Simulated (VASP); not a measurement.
# GaAs (F-43m) in VASP: a series of runs, part 2 of 3

VASP 6.6.1. Earlier steps stand in the parts before.

## 3. Dielectric tensor, PBEsol

This run uses another cell than the first one: it holds 2 atoms, not 8.

INCAR reads:

```
SYSTEM = GaAs
  PREC = Accurate
  ENCUT = 520
  EDIFF = 1E-8
  ISMEAR = 0
  SIGMA = 0.01
  LREAL = .FALSE.
  LASPH = .TRUE.
  NELM = 60
  ALGO = Normal
  ISIF = 2
  LWAVE = .FALSE.
  LCHARG = .FALSE.
  GGA = PS
  LEPSILON = .TRUE.
```

KPOINTS reads:

```
Automatic mesh
0
G
  9 9 9
  0 0 0
```

POSCAR reads:

```
GaAs
1.0
    0.0000000000      2.8268500000      2.8268500000
    2.8268500000      0.0000000000      2.8268500000
    2.8268500000      2.8268500000      0.0000000000
Ga As
1 1
Direct
    0.0000000000      0.0000000000      0.0000000000
    0.2500000000      0.2500000000      0.2500000000
```

Potentials or basis: VASP PAW PBE potentials, release 64 (Ga_d, As).

On the command line:

```bash
$ cat potpaw_PBE.64/Ga_d/POTCAR potpaw_PBE.64/As/POTCAR > POTCAR
$ mpirun -np 1 vasp_std > vasp.out
```

OUTCAR:

```text
SYSTEM = GaAs
   PREC = Accurate
   ENCUT = 520
   EDIFF = 1E-8
   ISMEAR = 0
   LREAL = .FALSE.
   LASPH = .TRUE.
   NELM = 60
   ISIF = 2
   GGA = PS
   LEPSILON = .TRUE.

 ion  position               nearest neighbor table
   1  0.000  0.000  0.000-   2 2.45   2 2.45   2 2.45   2 2.45
   2  0.250  0.250  0.250-   1 2.45   1 2.45   1 2.45   1 2.45

  LATTYP: Found a face centered cubic cell.
 ALAT       =     5.6537000000

  Lattice vectors:

 A1 = (   0.0000000000,   2.8268500000,   2.8268500000)
 A2 = (   2.8268500000,   0.0000000000,   2.8268500000)
 A3 = (   2.8268500000,   2.8268500000,   0.0000000000)

Analysis of symmetry for initial positions (statically):
=====================================================================
 Subroutine PRICEL returns:
 Original cell was already a primitive cell.

 Routine SETGRP: Setting up the symmetry group for a
 face centered cubic supercell.

[... 605 lines left out ...]

 Free energy of the ion-electron system (eV)
  ---------------------------------------------------
  ---------------------------------------------------
  free energy    TOTEN  =        -3.70447747 eV

  energy without entropy =       -3.70447747

------------------------ aborting loop because EDIFF is reached ----------------------------------------

 PIEZOELECTRIC TENSOR FIELD DIRECTION 3  (e Angst)
 -----------------------------------------------------------------------------
    -0.00026 -2.71285  0.00000           (  0.00000 -0.01410  0.00000)
    -2.71285 -0.00026  0.00000           ( -0.01410  0.00000  0.00000)
     0.00000  0.00000 -0.00173           (  0.00000  0.00000 -0.00000)

 PIEZOELECTRIC TENSOR FIELD DIRECTION 3  (C/m^2)
 -----------------------------------------------------------------------------
    -0.00009 -0.96205  0.00000
    -0.96205 -0.00009  0.00000
     0.00000  0.00000 -0.00061

 MACROSCOPIC STATIC DIELECTRIC TENSOR (including local field effects in DFT)
 ------------------------------------------------------
          29.495893     0.000000    -0.000000
          -0.000000    29.495893    -0.000000
           0.000000     0.000000    29.495893
 ------------------------------------------------------

 PIEZOELECTRIC TENSOR (including local field effects)  for field in x, y, z        (e  Angst)
          XX          YY          ZZ          XY          YZ          ZX
  --------------------------------------------------------------------------------
  x     0.00000    -0.00000     0.00000     0.00000    -2.72183     0.00000
  y    -0.00000    -0.00000    -0.00000     0.00000     0.00000    -2.72183
  z    -0.00000     0.00000    -0.00000    -2.72183     0.00000     0.00000

 PIEZOELECTRIC TENSOR (including local field effects)  for field in x, y, z        (C/m^2)
          XX          YY          ZZ          XY          YZ          ZX
  --------------------------------------------------------------------------------
  x     0.00000    -0.00000     0.00000     0.00000    -0.96523     0.00000
  y    -0.00000    -0.00000    -0.00000     0.00000     0.00000    -0.96523
  z    -0.00000     0.00000    -0.00000    -0.96523     0.00000     0.00000

 BORN EFFECTIVE CHARGES (including local field effects) (in |e|, cummulative output)
 ---------------------------------------------------------------------------------
 ion    1
    1     2.22344     0.00000     0.00000
    2    -0.00000     2.22344    -0.00000
    3    -0.00000    -0.00000     2.22344
 ion    2
    1    -2.22344    -0.00000    -0.00000
    2     0.00000    -2.22344     0.00000
    3     0.00000     0.00000    -2.22344
```

Run time: 3.6 min. Hardware: 1 thread of Intel Xeon 6975P-C (Granite Rapids), shared host; peak memory 0.33 GiB.

What came out:

| Quantity | Value |
| --- | --- |
| Band gap on the k mesh | 0.46 eV |
| Electronic dielectric tensor (diagonal) | 29.50 |
| Born charges (mean of the diagonal) | Ga +2.22; As -2.22 e |

Levels at points of the mesh, in eV from the valence-band top:
```csv
k point,band 6,band 7,band 8,band 9,band 10,band 11,band 12,band 13
"(0.00, 0.00, 0.00)",-12.75,0.00,0.00,0.00,0.46,3.69,3.69,3.69
```

Electronic dielectric tensor:
```
29.50  0.00  0.00
 0.00 29.50  0.00
 0.00  0.00 29.50
```

Born effective charge tensors (e):
atom 1, Ga
```
2.22 0.00 0.00
0.00 2.22 0.00
0.00 0.00 2.22
```
atom 2, As
```
-2.22  0.00  0.00
 0.00 -2.22  0.00
 0.00  0.00 -2.22
```

Caveat: the gap is small at this level, which inflates the dielectric constant; the PAW data sets were made with another functional, which shifts forces and pressure a little; an odd mesh through Γ misses points on the zone boundary, where band edges can lie. As with any semilocal functional, this PBEsol gap is likely too small.

## 4. Electric field gradients, PBEsol

This run uses another cell than the first one: it holds 16 atoms, not 8.

INCAR reads:

```
SYSTEM = GaAs
ALGO = Normal ; EDIFF = 1E-8
ENCUT = 520 ; GGA = PS
ISIF = 2 ; ISMEAR = 0
LASPH = .True. ; LCHARG = .False.
LEFG = .True. ; LREAL = Auto
LWAVE = .False. ; NBANDS = 86
NELM = 60 ; PREC = Accurate
SIGMA = 0.01
```

KPOINTS reads:

```
k-points
0
Gamma
  4 4 4
  0 0 0
```

POSCAR reads:

```
GaAs
1.0
    0.0000000000      5.6537000000      5.6537000000
    5.6537000000      0.0000000000      5.6537000000
    5.6537000000      5.6537000000      0.0000000000
Ga As
8 8
Direct
    0.0000000000      0.0000000000      0.0000000000
    0.0000000000      0.0000000000      0.5000000000
    0.0000000000      0.5000000000      0.0000000000
    0.0000000000      0.5000000000      0.5000000000
    0.5000000000      0.0000000000      0.0000000000
    0.5000000000      0.0000000000      0.5000000000
    0.5000000000      0.5000000000      0.0000000000
    0.5000000000      0.5000000000      0.5000000000
    0.1250000000      0.1250000000      0.1250000000
    0.1250000000      0.1250000000      0.6250000000
    0.1250000000      0.6250000000      0.1250000000
    0.1250000000      0.6250000000      0.6250000000
    0.6250000000      0.1250000000      0.1250000000
    0.6250000000      0.1250000000      0.6250000000
    0.6250000000      0.6250000000      0.1250000000
    0.6250000000      0.6250000000      0.6250000000
```

Potentials or basis: VASP PAW PBE potentials, release 64 (Ga_d, As).

On the command line:

```bash
$ cat potpaw_PBE.64/Ga_d/POTCAR potpaw_PBE.64/As/POTCAR > POTCAR
$ mpirun -np 1 vasp_std > vasp.out
```

OUTCAR:

```text
SYSTEM = GaAs
   EDIFF = 1E-8
   ENCUT = 520
   GGA = PS
   ISIF = 2
   ISMEAR = 0
   LASPH = .True.
   LREAL = Auto
   NELM = 60
   PREC = Accurate

 ion  position               nearest neighbor table
   1  0.000  0.000  0.000-   9 2.45  10 2.45  11 2.45  13 2.45
   2  0.000  0.000  0.500-   9 2.45  10 2.45  12 2.45  14 2.45
   3  0.000  0.500  0.000-   9 2.45  11 2.45  12 2.45  15 2.45
   4  0.000  0.500  0.500-  10 2.45  11 2.45  12 2.45  16 2.45
   5  0.500  0.000  0.000-   9 2.45  13 2.45  14 2.45  15 2.45
   6  0.500  0.000  0.500-  10 2.45  13 2.45  14 2.45  16 2.45
[... 8 lines left out ...]
  15  0.625  0.625  0.125-   3 2.45   5 2.45   7 2.45   8 2.45
  16  0.625  0.625  0.625-   4 2.45   6 2.45   7 2.45   8 2.45
[... 6 lines left out ...]
 A1 = (   0.0000000000,   5.6537000000,   5.6537000000)
 A2 = (   5.6537000000,   0.0000000000,   5.6537000000)
 A3 = (   5.6537000000,   5.6537000000,   0.0000000000)

Analysis of symmetry for initial positions (statically):
=====================================================================
 Subroutine PRICEL returns following result:

  LATTYP: Found a face centered cubic cell.
 ALAT       =     5.6537000000

  Lattice vectors:

 A1 = (   0.0000000000,   2.8268500000,   2.8268500000)
 A2 = (   2.8268500000,   0.0000000000,   2.8268500000)
 A3 = (   2.8268500000,   2.8268500000,   0.0000000000)

   8 primitive cells build up your supercell.

 Routine SETGRP: Setting up the symmetry group for a
 face centered cubic supercell.

 Subroutine GETGRP returns: Found 24 space group operations
 (whereof 24 operations were pure point group operations)
 out of a pool of 48 trial point group operations.

The static configuration has the point symmetry T_d .

Analysis of symmetry for dynamics (positions and initial velocities):
=====================================================================
 Subroutine PRICEL returns following result:

  LATTYP: Found a face centered cubic cell.
 ALAT       =     5.6537000000

  Lattice vectors:

 A1 = (   0.0000000000,   2.8268500000,   2.8268500000)
 A2 = (   2.8268500000,   0.0000000000,   2.8268500000)
 A3 = (   2.8268500000,   2.8268500000,   0.0000000000)

   8 primitive cells build up your supercell.

 Routine SETGRP: Setting up the symmetry group for a
 face centered cubic supercell.

 Subroutine GETGRP returns: Found 24 space group operations
 (whereof 24 operations were pure point group operations)
 out of a pool of 48 trial point group operations.

The dynamic configuration has the point symmetry T_d .

 Subroutine INISYM returns: Found 24 space group operations
 (whereof 24 operations are pure point group operations),
 and found     8 'primitive' translations

----------------------------------------------------------------------------------------

                                     Primitive cell

  volume of cell :      45.1792

  direct lattice vectors                    reciprocal lattice vectors
     0.000000000  2.826850000  2.826850000    -0.176875321  0.176875321  0.176875321
[... 101 lines left out ...]
 Gauss-broadening in eV      SIGMA  =   0.01
  energy-cutoff  :      520.00
  volume of cell :      361.43
 maximum number of plane-waves:      9762
   NGX = 29   NGY = 29   NGZ = 29

 number of electron     143.9999959 magnetization

 Free energy of the ion-electron system (eV)
  ---------------------------------------------------
  ext. energy  EPLUGINS =         0.00000000
  ---------------------------------------------------
  free energy    TOTEN  =       -72.70422861 eV

  energy without entropy =      -72.70422861  energy(sigma->0) =      -72.70422861

 E-fermi :   3.8821     XC(G=0):  -9.7721

 val. band max:        3.8059967465   @ k =   0.0000   0.0000   0.0000
 cond. band min:       4.2611042681   @ k =   0.0000   0.0000   0.0000
 fundamental gap:      0.4551075216
 Fermi energy:         3.8821474703

 k-point     1 :       0.0000    0.0000    0.0000
  band No.  band energies     occupation
      1     -11.0840      2.00000
      2     -11.0840      2.00000
      3     -11.0840      2.00000
      4     -11.0523      2.00000
      5     -11.0523      2.00000
      6     -11.0523      2.00000
[... 685 lines left out ...]
     83       7.2560      0.00000
     84       7.2560      0.00000
 [bands above 84 left out]

------------------------ aborting loop because EDIFF is reached ----------------------------------------

  FORCE on cell =-STRESS in cart. coord.  units (eV):
  Direction    XX          YY          ZZ          XY          YZ          ZX
  --------------------------------------------------------------------------------------
  -------------------------------------------------------------------------------------
  Total        0.8139017      0.8139017      0.8139017      0.0000000      0.0000000     -0.0000000
  in kB        3.6078981      3.6078981      3.6078981      0.0000000      0.0000000     -0.0000000
  external PRESSURE =       3.6078981 kB  Pullay stress =       0.0000000 kB

 VOLUME and BASIS-vectors are now :
 -----------------------------------------------------------------------------
  energy-cutoff  :      520.00
  volume of cell :      361.43
      direct lattice vectors                 reciprocal lattice vectors
     0.000000000  5.653700000  5.653700000    -0.088437660  0.088437660  0.088437660
     5.653700000  0.000000000  5.653700000     0.088437660 -0.088437660  0.088437660
     5.653700000  5.653700000  0.000000000     0.088437660  0.088437660 -0.088437660

 POSITION                                       TOTAL-FORCE (eV/Angst)
 -----------------------------------------------------------------------------------
      0.00000      0.00000      0.00000         0.000000      0.000000      0.000000
      2.82685      2.82685      0.00000         0.000000      0.000000      0.000000
      2.82685      0.00000      2.82685         0.000000      0.000000      0.000000
      5.65370      2.82685      2.82685         0.000000     -0.000000     -0.000000
      0.00000      2.82685      2.82685         0.000000      0.000000      0.000000
      2.82685      5.65370      2.82685         0.000000      0.000000      0.000000
[... 8 lines left out ...]
      4.24027      4.24027      7.06712        -0.000000     -0.000000     -0.000000
      7.06712      7.06712      7.06712        -0.000000     -0.000000     -0.000000
 -----------------------------------------------------------------------------------
    total drift:                               -0.000000     -0.000000      0.000001

  FREE ENERGIE OF THE ION-ELECTRON SYSTEM (eV)
  ---------------------------------------------------
  free  energy   TOTEN  =       -72.7042286107 eV

  energy  without entropy=      -72.7042286107  energy(sigma->0) =      -72.70422861

 Electric field gradients (V/A^2)
---------------------------------------------------------------------
 ion       V_xx      V_yy      V_zz      V_xy      V_xz      V_yz
---------------------------------------------------------------------
   1       0.000    -0.000    -0.000    -0.003    -0.003    -0.003
   2       0.000    -0.000    -0.000    -0.003    -0.003    -0.003
   3       0.000    -0.000    -0.000    -0.003    -0.003    -0.003
   4       0.000    -0.000    -0.000    -0.003    -0.003    -0.003
   5       0.000    -0.000    -0.000    -0.003    -0.003    -0.003
   6       0.000    -0.000    -0.000    -0.003    -0.003    -0.003
[... 8 lines left out ...]
  15      -0.000    -0.000    -0.000     0.000     0.000     0.000
  16       0.000    -0.000    -0.000     0.000     0.000     0.000
---------------------------------------------------------------------

 Electric field gradients after diagonalization (V/A^2)
 (convention: |V_zz| > |V_xx| > |V_yy|)
----------------------------------------------------------------------
 ion       V_xx      V_yy      V_zz     asymmetry (V_yy - V_xx)/ V_zz
----------------------------------------------------------------------
   1       0.003     0.003    -0.006       0.000
   2       0.003     0.003    -0.006       0.000
   3       0.003     0.003    -0.006       0.000
   4       0.003     0.003    -0.006       0.000
   5       0.003     0.003    -0.006       0.000
   6       0.003     0.003    -0.006       0.000
[... 8 lines left out ...]
  15      -0.000    -0.000     0.000       0.000
  16      -0.000    -0.000     0.000       0.000
----------------------------------------------------------------------

           NMR quadrupolar parameters

 Cq : quadrupolar parameter    Cq=e*Q*V_zz/h
 eta: asymmetry parameters     (V_yy - V_xx)/ V_zz
 Q  : nuclear electric quadrupole moment in mb (millibarn)
----------------------------------------------------------------------
 ion       Cq(MHz)       eta       Q (mb)
----------------------------------------------------------------------
   1      -0.000       0.000       1.000
   2      -0.000       0.000       1.000
   3      -0.000       0.000       1.000
   4      -0.000       0.000       1.000
   5      -0.000       0.000       1.000
   6      -0.000       0.000       1.000
[... 8 lines left out ...]
  15       0.000       0.000       1.000
  16       0.000       0.000       1.000
----------------------------------------------------------------------
```

It took 4.8 min on 1 thread of Intel Xeon 6975P-C (Granite Rapids), shared host; peak memory 0.54 GiB.

What came out:

```
Free energy                             : -72.7042 eV
Pressure                                : 0.4 GPa
Band gap on the k mesh                  : 0.46 eV
Largest electric field gradient by atom : zero within the noise of the run
```

Levels at points of the mesh, in eV from the valence-band top:
```
           k point  band 70  band 71  band 72  band 73  band 74  band 75
(0.00, 0.00, 0.00)     0.00     0.00     0.00     0.46     0.93     0.93
(0.50, 0.00, 0.00)    -0.68    -0.68    -0.68     1.39     1.39     2.12
(0.50, 0.50, 0.00)    -1.23    -1.23    -1.23     1.90     1.90     2.67
```

Caveat: the PAW data sets were made with another functional, which shifts forces and pressure a little.

[end of part 2 of 3]
